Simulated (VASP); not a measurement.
InSe: single point with PBEsol

Crystal: InSe.

```
In Se
1.0
     4.04733    0.00000    0.00000
    -2.02366    3.50509    0.00000
     0.00000    0.00000   18.05206
In Se
4 4
Direct
  0.33333 0.66667 0.07739
  0.33333 0.66667 0.92261
  0.00000 0.00000 0.42261
  0.00000 0.00000 0.57739
  0.33333 0.66667 0.35298
  0.33333 0.66667 0.64702
  0.66667 0.33333 0.14700
  0.66667 0.33333 0.85300
```

```json
{
 "Program": "VASP 6.6.1",
 "Task": "single point",
 "Functional": "PBEsol",
 "Potentials or basis": "VASP PAW PBE potentials, release 64 (In_d, Se)",
 "Cutoff": "520 eV",
 "k mesh": "6 × 6 × 2",
 "Occupations": "fermi-dirac, width 0.05 eV",
 "Spin": "no spin polarisation"
}
```

* Pressure: -0.7 GPa
* Largest force: 0.079 eV/Å
* Band gap on the k mesh: 0.63 eV

Forces on the atoms (eV/Å):
```
In   0.000  0.000 -0.079
In   0.000  0.000  0.079
In   0.000  0.000  0.079
In   0.000  0.000 -0.079
Se   0.000  0.000 -0.031
Se   0.000  0.000  0.031
Se   0.000  0.000  0.032
Se   0.000  0.000 -0.032
```

Stress tensor (GPa, compression positive):
```
-0.83  0.00  0.00
 0.00 -0.83  0.00
 0.00  0.00 -0.51
```

Levels at points of the mesh, in eV from the valence-band top:
| k point | band 34 | band 35 | band 36 | band 37 | band 38 | band 39 | band 40 | band 41 | band 42 | band 43 |
| --- | --- | --- | --- | --- | --- | --- | --- | --- | --- | --- |
| (0.00, 0.00, 0.00) | -1.00 | -0.97 | -0.95 | -0.95 | 0.00 | 0.63 | 1.43 | 2.13 | 2.17 | 4.43 |
| (0.50, 0.00, 0.00) | -1.96 | -1.94 | -1.87 | -1.46 | -1.33 | 1.64 | 1.66 | 1.88 | 1.88 | 3.57 |
| (0.00, 0.00, 0.50) | -0.97 | -0.97 | -0.97 | -0.58 | -0.56 | 1.12 | 1.13 | 2.16 | 2.16 | 4.44 |
| (0.50, 0.00, 0.50) | -2.04 | -1.91 | -1.91 | -1.39 | -1.35 | 1.55 | 1.63 | 1.87 | 2.01 | 3.59 |

It took 2.2 min on 1 thread of Intel(R) Xeon(R) 6975P-C (Granite Rapids), on a shared host, peak memory 0.41 GiB.

Caveat: the PAW data sets were made with another functional, which shifts forces and pressure a little; spin-orbit coupling is left out, which moves the levels of the heavy elements; this functional lacks dispersion, which binds the layers, so the pressure and a relaxed spacing across them are unreliable. A k mesh can miss the band edges.
